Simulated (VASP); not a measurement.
Sr: single point with PBE

The system is Sr.

```
CELL_PARAMETERS angstrom
-2.38736 2.44857 2.41685
2.53286 -2.50653 2.62031
2.43669 2.55585 -2.47481
ATOMIC_POSITIONS crystal
Sr 0.00000 0.00000 0.00000
```

This cell differs from its parent crystal: the cell strained at random.

```json
{
 "Program": "VASP 6.6.1",
 "Task": "single point",
 "Functional": "PBE",
 "Potentials or basis": "VASP PAW PBE potentials, release 64 (Sr_sv)",
 "Cutoff": "520 eV",
 "k mesh": "10 × 10 × 10",
 "Occupations": "gaussian, width 0.1 eV",
 "Spin": "no spin polarisation"
}
```

The pressure is -1.3 GPa and the band gap on the k mesh is zero (bands 5 and 6 overlap by 0.23 eV).

Stress tensor (GPa, compression positive):
```
-1.28 -0.24 -0.57
-0.24 -1.28  0.26
-0.57  0.26 -1.27
```

Levels at points of the mesh, in eV from the Fermi level:
```
           k point  band 2  band 3  band 4  band 5  band 6  band 7  band 8  band 9
(0.00, 0.00, 0.00)  -18.82  -18.81  -18.81   -3.46    1.96    2.18    2.37    3.36
(0.50, 0.00, 0.00)  -18.95  -18.86  -18.81   -0.91    0.11    1.23    3.04    3.67
(0.00, 0.50, 0.00)  -18.92  -18.84  -18.81   -1.08   -0.09    1.13    3.32    3.94
(0.50, 0.50, 0.00)  -18.95  -18.85  -18.81   -0.89    0.14    1.15    3.12    3.72
(0.00, 0.00, 0.50)  -18.93  -18.85  -18.81   -0.98    0.02    1.11    3.27    3.86
(0.50, 0.00, 0.50)  -18.96  -18.87  -18.81   -0.83    0.23    1.21    2.99    3.59
(0.00, 0.50, 0.50)  -18.93  -18.85  -18.81   -1.02   -0.02    1.18    3.20    3.82
(0.50, 0.50, 0.50)  -18.93  -18.90  -18.88   -0.02    0.01    3.05    3.12    3.22
```

Run time: 6.8 min on 1 thread of Intel Xeon 8259CL, on a shared host, peak memory 0.46 GiB.

Caveat: the cell differs from its parent crystal (the cell strained at random).
